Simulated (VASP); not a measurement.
# Na (Fd-3m) in VASP: notebook

Na is run at these levels: PBE; tasks: single point.

All numbers are computed with VASP 6.6.1; they aren't measurements. Logs are shortened: lines on timing, memory, paths and dates and some standing lists are left out, and cuts for length are marked.

## (1) The cell of the first run

Symmetry: Fd-3m, No. 227, cubic system. The conventional cell has a = 5.798 Å, b = 5.798 Å, c = 5.798 Å, α = 90.00°, β = 90.00°, γ = 90.00°. Na (site symmetry -43m) has 4 Na at 2.51 Å within 3.3 Å.

## (2) Single point, PBE (volume scaled by 0.45)

Contents of INCAR:

```
SYSTEM = Na
  PREC = Accurate
  ENCUT = 520
  EDIFF = 1E-6
  ISMEAR = -1
  SIGMA = 0.05
  LREAL = .FALSE.
  LASPH = .TRUE.
  NELM = 80
  ALGO = Normal
  ISIF = 2
  LWAVE = .FALSE.
  LCHARG = .FALSE.
  GGA = PE
  NBANDS = 14
```

Contents of KPOINTS:

```
Automatic mesh
0
G
  9 9 9
  0 0 0
```

Contents of POSCAR:

```
Na
1.0
    0.0000000000      2.8989647054      2.8989647054
    2.8989647054      0.0000000000      2.8989647054
    2.8989647054      2.8989647054      0.0000000000
Na
2
Direct
   -0.1250000000     -0.1250000000     -0.1250000000
    0.1250000000      0.1250000000      0.1250000000
```

Potentials or basis: VASP PAW PBE potentials, release 64 (Na_pv).

Command:

```sh
cat potpaw_PBE.64/Na_pv/POTCAR > POTCAR
mpirun -np 1 vasp_std > vasp.out
```

OUTCAR:

```text
SYSTEM = Na
   PREC = Accurate
   ENCUT = 520
   EDIFF = 1E-6
   ISMEAR = -1
   LREAL = .FALSE.
   LASPH = .TRUE.
   NELM = 80
   ISIF = 2
   GGA = PE

 ion  position               nearest neighbor table
   1  0.875  0.875  0.875-   2 2.51   2 2.51   2 2.51   2 2.51
   2  0.125  0.125  0.125-   1 2.51   1 2.51   1 2.51   1 2.51

  LATTYP: Found a face centered cubic cell.
 ALAT       =     5.7979294108

  Lattice vectors:

 A1 = (   0.0000000000,   2.8989647054,   2.8989647054)
 A2 = (   2.8989647054,   0.0000000000,   2.8989647054)
 A3 = (   2.8989647054,   2.8989647054,   0.0000000000)

Analysis of symmetry for initial positions (statically):
=====================================================================
 Subroutine PRICEL returns:
 Original cell was already a primitive cell.

 Routine SETGRP: Setting up the symmetry group for a
 face centered cubic supercell.

 Subroutine GETGRP returns: Found 48 space group operations
 (whereof 12 operations were pure point group operations)
 out of a pool of 48 trial point group operations.

The static configuration has the point symmetry D_3d.
 The point group associated with its full space group is O_h .

Analysis of symmetry for dynamics (positions and initial velocities):
=====================================================================
 Subroutine PRICEL returns:
 Original cell was already a primitive cell.

 Routine SETGRP: Setting up the symmetry group for a
 face centered cubic supercell.

 Subroutine GETGRP returns: Found 48 space group operations
 (whereof 12 operations were pure point group operations)
 out of a pool of 48 trial point group operations.

The dynamic configuration has the point symmetry D_3d.
 The point group associated with its full space group is O_h .

 Subroutine INISYM returns: Found 48 space group operations
 (whereof 12 operations are pure point group operations),
 and found     1 'primitive' translations

----------------------------------------------------------------------------------------

                                     Primitive cell

  volume of cell :      48.7258

  direct lattice vectors                    reciprocal lattice vectors
     0.000000000  2.898964705  2.898964705    -0.172475366  0.172475366  0.172475366
     2.898964705  0.000000000  2.898964705     0.172475366 -0.172475366  0.172475366
     2.898964705  2.898964705  0.000000000     0.172475366  0.172475366 -0.172475366

  length of vectors
     4.099755203  4.099755203  4.099755203     0.298736098  0.298736098  0.298736098

  position of ions in fractional coordinates (direct lattice)
     0.875000000  0.875000000  0.875000000
     0.125000000  0.125000000  0.125000000

  ion indices of the primitive-cell ions
   primitive index   ion index
                 1           1
                 2           2

----------------------------------------------------------------------------------------

 KPOINTS: Automatic mesh

Automatic generation of k-mesh.
 Grid dimensions read from file:
 generate k-points for:    9    9    9

 Generating k-lattice:

  Cartesian coordinates                     Fractional coordinates (reciprocal lattice)
    -0.019163930  0.019163930  0.019163930     0.111111111  0.000000000  0.000000000
     0.019163930 -0.019163930  0.019163930     0.000000000  0.111111111  0.000000000
     0.019163930  0.019163930 -0.019163930     0.000000000  0.000000000  0.111111111

  Length of vectors
     0.033192900  0.033192900  0.033192900

  Shift w.r.t. Gamma in fractional coordinates (k-lattice)
     0.000000000  0.000000000  0.000000000

 Subroutine IBZKPT returns following result:
 ===========================================

 Found     35 irreducible k-points:

 Following reciprocal coordinates:
            Coordinates               Weight
  0.000000  0.000000  0.000000      1.000000
  0.111111  0.000000  0.000000      8.000000
  0.222222  0.000000  0.000000      8.000000
  0.333333  0.000000  0.000000      8.000000
  0.444444  0.000000  0.000000      8.000000
  0.111111  0.111111  0.000000      6.000000
[... 16 lines left out ...]
 -0.333333  0.333333  0.000000     12.000000
  0.444444  0.444444  0.000000      6.000000
 [... further k-points ...]
   k-points           NKPTS =     35   k-points in BZ     NKDIM =     35   number of bands    NBANDS=     14
   number of dos      NEDOS =    301   number of ions     NIONS =      2
   total plane-waves  NPLWV =  27000
   dimension x,y,z NGX =    30 NGY =   30 NGZ =   30
   dimension x,y,z NGXF=    60 NGYF=   60 NGZF=   60
   ions per type =               2
   NGX,Y,Z   is equivalent  to a cutoff of  12.17, 12.17, 12.17 a.u.
   NGXF,Y,Z  is equivalent  to a cutoff of  24.33, 24.33, 24.33 a.u.
 SYSTEM =  Na
   PREC   = accura    normal or accurate (medium, high low for compatibility)
   ISTART =      0    job   : 0-new  1-cont  2-samecut
   ICHARG =      2    charge: 1-file 2-atom 10-const
   ISPIN  =      1    spin polarized calculation?
   LNONCOLLINEAR =      F non collinear calculations
   LSORBIT =      F    spin-orbit coupling
   LASPH  =      T    aspherical Exc in radial PAW
   ENCUT  =  520.0 eV  38.22 Ry    6.18 a.u.   7.62  7.62  7.62*2*pi/ulx,y,z
   NELM   =     80;   NELMIN=  2; NELMDL= -5     # of ELM steps
   EDIFF  = 0.1E-05   stopping-criterion for ELM
   LREAL  =      F    real-space projection
   EDIFFG = 0.1E-04   stopping-criterion for IOM
   NSW    =      0    number of steps for IOM
   IBRION =     -1    ionic relax: 0-MD 1-quasi-New 2-CG
   NFREE  =      0    steps in history (QN), initial steepest desc. (CG)
   ISIF   =      2    stress and relaxation
   ISYM   =      2    0-nonsym 1-usesym 2-fastsym
   POTIM  = 0.5000    time-step for ionic-motion
   TEBEG  =    0.0;   TEEND  =   0.0 temperature during run
   PSTRESS=    0.0 pullay stress
   NELECT =      14.0000    total number of electrons
   NUPDOWN=      -1.0000    fix difference up-down
   EMIN   =  10.00;   EMAX   =-10.00  energy-range for DOS
   EFERMI =   0.00;   METHOD = LEGACY
   ISMEAR =    -1;   SIGMA  =   0.05  broadening in eV -4-tet -1-fermi 0-gaus
   EFERMI_NEDOS =   21; number of points for ismear=-14 and -15
   IALGO  =     38    algorithm
   IMIX   =      4    mixing-type and parameters
     AMIX     =   0.40;   BMIX     =  1.00
     AMIX_MAG =   1.60;   BMIX_MAG =  1.00
  volume/ion in A,a.u.               =      24.36       164.41
  Fermi-wavevector in a.u.,A,eV,Ry     =   1.080267  2.041409 15.877693  1.166978
  Thomas-Fermi vector in A             =   2.216254
   LORBIT       =      0    0 simple, 1 ext, 2 COOP (PROOUT), +10 PAW based schemes
   GGA     = PE    functional components
   LHFCALC =     F    Hartree Fock is set to
   AEXX    =    0.0000 exact exchange contribution
   IVDW    =     0    specifies the selected vdW correction
   LEPSILON=     F    determine dielectric tensor
   LRPA    =     F    only Hartree local field effects (RPA)
 non-spin polarized calculation
  energy-cutoff  :      520.00
  volume of cell :       48.73
 maximum number of plane-waves:      1363
   NGX = 15   NGY = 15   NGZ = 15

 number of electron      14.0000024 magnetization

 Free energy of the ion-electron system (eV)
  ---------------------------------------------------
  ext. energy  EPLUGINS =         0.00000000
  ---------------------------------------------------
  free energy    TOTEN  =        -0.98730234 eV

  energy without entropy =       -0.98227384  energy(sigma->0) =       -0.98478809

 E-fermi :   2.0686     XC(G=0):  -7.6986

 val. band max:        2.0146944964   @ k =  -0.4444   0.2222   0.0000
 cond. band min:       2.0858234841   @ k =  -0.3333   0.4444   0.2222
 fundamental gap:      0.0711289877
 Fermi energy:         2.0686147028

 k-point     1 :       0.0000    0.0000    0.0000
  band No.  band energies     occupation
      1     -24.0393      2.00000
      2     -24.0393      2.00000
      3     -24.0393      2.00000
      4     -23.7573      2.00000
      5     -23.7573      2.00000
      6     -23.7573      2.00000
      7      -2.2818      2.00000
      8       9.6780      0.00000
      9       9.6780      0.00000
     10       9.6780      0.00000
     11       9.8055      0.00000
     12       9.8055      0.00000
     13       9.8055      0.00000
     14      12.3089      0.00000

 k-point     2 :       0.1111    0.0000    0.0000
  band No.  band energies     occupation
      1     -24.0447      2.00000
      2     -24.0447      2.00000
      3     -24.0417      2.00000
      4     -23.7578      2.00000
      5     -23.7522      2.00000
      6     -23.7522      2.00000
      7      -2.1065      2.00000
      8       7.7333      0.00000
      9       9.0487      0.00000
     10       9.0487      0.00000
     11      10.6033      0.00000
     12      10.7069      0.00000
     13      10.7069      0.00000
     14      11.6449      0.00000

 k-point     3 :       0.2222    0.0000    0.0000
  band No.  band energies     occupation
      1     -24.0575      2.00000
      2     -24.0575      2.00000
      3     -24.0482      2.00000
      4     -23.7587      2.00000
      5     -23.7401      2.00000
      6     -23.7401      2.00000
      7      -1.5858      2.00000
      8       5.5972      0.00000
      9       8.6243      0.00000
     10       8.6243      0.00000
     11      10.4998      0.00000
     12      10.6059      0.00000
     13      10.6059      0.00000
     14      11.9435      0.00000

 k-point     4 :       0.3333    0.0000    0.0000
  band No.  band energies     occupation
      1     -24.0710      2.00000
      2     -24.0710      2.00000
      3     -24.0565      2.00000
      4     -23.7587      2.00000
      5     -23.7275      2.00000
      6     -23.7275      2.00000
      7      -0.7347      2.00000
      8       3.6309      0.00000
      9       8.4512      0.00000
     10       8.4512      0.00000
     11       9.7405      0.00000
     12       9.7405      0.00000
     13      10.3871      0.00000
     14      12.2830      0.00000

 k-point     5 :       0.4444    0.0000    0.0000
  band No.  band energies     occupation
      1     -24.0792      2.00000
      2     -24.0792      2.00000
      3     -24.0624      2.00000
      4     -23.7582      2.00000
      5     -23.7198      2.00000
      6     -23.7198      2.00000
      7       0.4194      2.00000
      8       1.9145      1.91236
      9       8.4813      0.00000
     10       8.4813      0.00000
     11       9.1831      0.00000
[... 276 lines left out ...]
 k-point    22 :      -0.4444    0.3333    0.0000
  band No.  band energies     occupation
      1     -24.1302      2.00000
      2     -24.1113      2.00000
      3     -23.9499      2.00000
      4     -23.8664      2.00000
      5     -23.6910      2.00000
      6     -23.6790      2.00000
      7       1.6867      1.99904
      8       3.0714      0.00000
      9       3.7356      0.00000
     10       6.4805      0.00000
     11       7.3639      0.00000
     12      10.4304      0.00000
     13      13.4580      0.00000
     14      15.1316      0.00000

 k-point    23 :      -0.3333    0.3333    0.0000
  band No.  band energies     occupation
      1     -24.1336      2.00000
      2     -24.1016      2.00000
      3     -23.9677      2.00000
      4     -23.8462      2.00000
      5     -23.6996      2.00000
      6     -23.6781      2.00000
      7       1.6747      1.99924
      8       3.1069      0.00000
      9       3.2524      0.00000
     10       6.8703      0.00000
     11       7.8451      0.00000
     12      12.4046      0.00000
     13      12.9526      0.00000
     14      13.1757      0.00000

 k-point    24 :       0.4444    0.4444    0.0000
  band No.  band energies     occupation
      1     -24.1210      2.00000
      2     -24.1210      2.00000
      3     -23.9344      2.00000
      4     -23.8867      2.00000
      5     -23.6825      2.00000
      6     -23.6825      2.00000
      7       1.2778      2.00000
      8       3.1329      0.00000
      9       6.1355      0.00000
     10       6.1356      0.00000
     11       6.9068      0.00000
     12       6.9367      0.00000
     13      15.7994      0.00000
     14      16.9345      0.00000

 [... further k-points ...]
[... 5 lines left out ...]
  --------------------------------------------------------------------------------------
  -------------------------------------------------------------------------------------
  Total        2.8974599      2.8974599      2.8974599     -0.0000000      0.0000000      0.0000000
  in kB       95.2728669     95.2728669     95.2728669     -0.0000000      0.0000000      0.0000000
  external PRESSURE =      95.2728669 kB  Pullay stress =       0.0000000 kB

 VOLUME and BASIS-vectors are now :
 -----------------------------------------------------------------------------
  energy-cutoff  :      520.00
  volume of cell :       48.73
      direct lattice vectors                 reciprocal lattice vectors
     0.000000000  2.898964705  2.898964705    -0.172475366  0.172475366  0.172475366
     2.898964705  0.000000000  2.898964705     0.172475366 -0.172475366  0.172475366
     2.898964705  2.898964705  0.000000000     0.172475366  0.172475366 -0.172475366

 POSITION                                       TOTAL-FORCE (eV/Angst)
 -----------------------------------------------------------------------------------
      5.07319      5.07319      5.07319         0.000000      0.000000      0.000000
      0.72474      0.72474      0.72474        -0.000000     -0.000000     -0.000000
 -----------------------------------------------------------------------------------
    total drift:                               -0.000000      0.000000      0.000000

  FREE ENERGIE OF THE ION-ELECTRON SYSTEM (eV)
  ---------------------------------------------------
  free  energy   TOTEN  =        -0.9873023447 eV

  energy  without entropy=       -0.9822738372  energy(sigma->0) =       -0.98478809
```

It took 12 s on 1 thread of Intel Xeon Platinum 8488C (Sapphire Rapids), shared host; peak memory 0.16 GiB.

What came out:

```
Free energy            : -0.9873 eV
Pressure               : 9.5 GPa
Band gap on the k mesh : zero (band 7 reaches 2.55 eV, above the bottom of band 8 at 1.58 eV)
```

(Continued in part 2 of 2.)
